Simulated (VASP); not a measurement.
Bi2Se3, 5 atoms in the cell. Symmetry: R-3m, No. 166, trigonal system. Conventional cell: a = 4.115 Å, b = 4.115 Å, c = 28.444 Å, α = 90.00°, β = 90.00°, γ = 120.00°. Bi (site symmetry 3m) has 6 Se at 2.83 to 3.05 Å within 3.7 Å. Se (site symmetry 3m) has 3 Bi at 2.83 Å and 3 Se at 3.49 Å within 3.7 Å. Within 4.2 Å of Se (site symmetry -3m) lie 6 Bi at 3.05 Å and 12 Se at 4.12 to 4.20 Å. 

| Property | Result |
| --- | --- |
| Program | VASP 6.6.1 |
| Task | single point |
| Functional | LDA |
| Potentials or basis | VASP PAW LDA potentials, release 64 (Bi_d, Se) |
| Cutoff | 520 eV |
| k mesh | 8 × 8 × 8 |
| Occupations | fermi-dirac, width 0.05 eV |
| Spin | no spin polarisation |
| Dipole correction | no |
| Further INCAR settings | ALGO = Normal; EDIFF = 1e-06; NBANDS = 32 |

Potentials or basis: VASP PAW LDA potentials, release 64 (Bi_d, Se).

The run is started by

```sh
$ cat potpaw_LDA.64/Bi_d/POTCAR potpaw_LDA.64/Se/POTCAR > POTCAR
$ mpirun -np 1 vasp_std > vasp.out
```

Hardware: 1 thread of AMD EPYC 9R45 96-Core Processor (Zen 5) (shared host).

How long does it take, and how much memory?

Wall time 17 min on 1 thread of AMD EPYC 9R45 96-Core Processor (Zen 5), on a shared host, peak memory 0.79 GiB. Counts: scf iterations 13, k points 65.
